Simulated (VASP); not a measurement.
# Re (Fm-3m) in VASP: further runs, part 2 of 2

VASP 6.6.1. The steps go on from the part before.

## Step 3: Single point, r2SCAN

This run uses another cell than the first one, of 15.41 Å³/atom.

POSCAR reads:

```
Re
1.0
    0.0000000000      1.9750000000      1.9750000000
    1.9750000000      0.0000000000      1.9750000000
    1.9750000000      1.9750000000      0.0000000000
Re
1
Direct
    0.0000000000      0.0000000000      0.0000000000
```

INCAR.step1 reads:

```
ALGO = Normal
EDIFF = 1E-4
ENCUT = 520
GGA = PE
ISMEAR = 0
LASPH = True
LCHARG = False
LREAL = False
LWAVE = True
NBANDS = 10
NELM = 100
PREC = Accurate
SIGMA = 0.1
```

INCAR.step2 reads:

```
ALGO = Normal
EDIFF = 1E-6
ENCUT = 520
ISIF = 2
ISMEAR = 0
ISTART = 1
LASPH = True
LCHARG = False
LMIXTAU = True
LREAL = False
LWAVE = False
METAGGA = R2SCAN
NBANDS = 10
NELM = 100
PREC = Accurate
SIGMA = 0.1
```

KPOINTS reads:

```
k-points
0
Gamma
  18 18 18
```

Potentials or basis: VASP PAW PBE potentials, release 64 (Re).

Started as:

```
$ cat potpaw_PBE.64/Re/POTCAR > POTCAR
$ cp INCAR.step1 INCAR
$ mpirun -np 1 vasp_std > vasp.out
$ cp INCAR.step2 INCAR
$ mpirun -np 1 vasp_std > vasp.out
```

OUTCAR:

```text
EDIFF = 1E-6
   ENCUT = 520
   ISIF = 2
   ISMEAR = 0
   ISTART = 1
   LASPH = True
   LREAL = False
   METAGGA = R2SCAN
   NELM = 100
   PREC = Accurate

 ion  position               nearest neighbor table
   1  0.000  0.000  0.000-

  LATTYP: Found a face centered cubic cell.
 ALAT       =     3.9500000000

  Lattice vectors:

 A1 = (   0.0000000000,   1.9750000000,   1.9750000000)
 A2 = (   1.9750000000,   0.0000000000,   1.9750000000)
 A3 = (   1.9750000000,   1.9750000000,   0.0000000000)

Analysis of symmetry for initial positions (statically):
=====================================================================
 Subroutine PRICEL returns:
 Original cell was already a primitive cell.

 Routine SETGRP: Setting up the symmetry group for a
 face centered cubic supercell.

 Subroutine GETGRP returns: Found 48 space group operations
 (whereof 48 operations were pure point group operations)
 out of a pool of 48 trial point group operations.

The static configuration has the point symmetry O_h .

Analysis of symmetry for dynamics (positions and initial velocities):
=====================================================================
 Subroutine PRICEL returns:
 Original cell was already a primitive cell.

 Routine SETGRP: Setting up the symmetry group for a
 face centered cubic supercell.

 Subroutine GETGRP returns: Found 48 space group operations
 (whereof 48 operations were pure point group operations)
 out of a pool of 48 trial point group operations.

The dynamic configuration has the point symmetry O_h .

 Subroutine INISYM returns: Found 48 space group operations
 (whereof 48 operations are pure point group operations),
 and found     1 'primitive' translations

----------------------------------------------------------------------------------------

                                     Primitive cell
[... 112 lines left out ...]
  Thomas-Fermi vector in A             =   2.392135
   LORBIT       =      0    0 simple, 1 ext, 2 COOP (PROOUT), +10 PAW based schemes
   METAGGA = R2SCAN    functional components
   LHFCALC =     F    Hartree Fock is set to
   AEXX    =    0.0000 exact exchange contribution
   IVDW    =     0    specifies the selected vdW correction
   LEPSILON=     F    determine dielectric tensor
   LRPA    =     F    only Hartree local field effects (RPA)
 non-spin polarized calculation
 Gauss-broadening in eV      SIGMA  =   0.10
  energy-cutoff  :      520.00
  volume of cell :       15.41
 maximum number of plane-waves:       432
 NGX is ok and might be reduce to    24
   NGX = 11   NGY = 11   NGZ = 11

 number of electron       7.0000000 magnetization

 Free energy of the ion-electron system (eV)
  ---------------------------------------------------
  ext. energy  EPLUGINS =         0.00000000
  ---------------------------------------------------
  free energy    TOTEN  =       -52.35992177 eV

  energy without entropy =      -52.35550938  energy(sigma->0) =      -52.35771558

 E-fermi :   7.4100     XC(G=0): -14.7100

 val. band max:        7.4022044898   @ k =   0.2222   0.1667   0.0556
 cond. band min:       7.4165979237   @ k =  -0.3889   0.2778   0.0556
 fundamental gap:      0.0143934339
 Fermi energy:         7.4100446154

 k-point     1 :       0.0000    0.0000    0.0000
  band No.  band energies     occupation
      1      -2.8993      2.00000
      2       5.5148      2.00000
      3       5.5148      2.00000
      4       5.5148      2.00000
      5       8.6989      0.00000
      6       8.6989      0.00000
      7      21.8846      0.00000
      8      27.7188      0.00000
      9      27.7188      0.00000
     10      27.7188      0.00000
[... 287 lines left out ...]
 k-point    24 :      -0.2222    0.0556    0.0000
  band No.  band energies     occupation
      1      -0.5673      2.00000
      2       4.5232      2.00000
      3       5.9931      2.00000
      4       6.1276      2.00000
      5       8.2669      0.00000
      6       9.2747      0.00000
      7      22.2056      0.00000
      8      25.4391      0.00000
      9      30.4547      0.00000
     10      31.6271      0.00000

 [... further k-points ...]

------------------------ aborting loop because EDIFF is reached ----------------------------------------

  FORCE on cell =-STRESS in cart. coord.  units (eV):
  Direction    XX          YY          ZZ          XY          YZ          ZX
  --------------------------------------------------------------------------------------
  -------------------------------------------------------------------------------------
  Total       -1.4929738     -1.4929738     -1.4929738      0.0000000     -0.0000000     -0.0000000
  in kB     -155.2499527   -155.2499527   -155.2499527      0.0000000     -0.0000000     -0.0000000
  external PRESSURE =    -155.2499527 kB  Pullay stress =       0.0000000 kB

 VOLUME and BASIS-vectors are now :
 -----------------------------------------------------------------------------
  energy-cutoff  :      520.00
  volume of cell :       15.41
      direct lattice vectors                 reciprocal lattice vectors
     0.000000000  1.975000000  1.975000000    -0.253164557  0.253164557  0.253164557
     1.975000000  0.000000000  1.975000000     0.253164557 -0.253164557  0.253164557
     1.975000000  1.975000000  0.000000000     0.253164557  0.253164557 -0.253164557

 POSITION                                       TOTAL-FORCE (eV/Angst)
 -----------------------------------------------------------------------------------
      0.00000      0.00000      0.00000         0.000000      0.000000     -0.000000
 -----------------------------------------------------------------------------------
    total drift:                               -0.000000      0.000000     -0.000000

  FREE ENERGIE OF THE ION-ELECTRON SYSTEM (eV)
  ---------------------------------------------------
  free  energy   TOTEN  =       -52.3599217722 eV

  energy  without entropy=      -52.3555093846  energy(sigma->0) =      -52.35771558
```

Run time: 2.1 min. Hardware: 1 thread of Intel Xeon 8259CL, shared host; peak memory 0.17 GiB.

What came out:

```
Free energy            : -52.3599 eV
Pressure               : -15.5 GPa
Band gap on the k mesh : zero (an odd number of electrons rules out a gap without spin polarisation)
```

Caveat: the cell stands under tension; the PAW data sets were made with another functional, which shifts forces and pressure a little; spin-orbit coupling is left out, which moves the levels of the heavy elements.
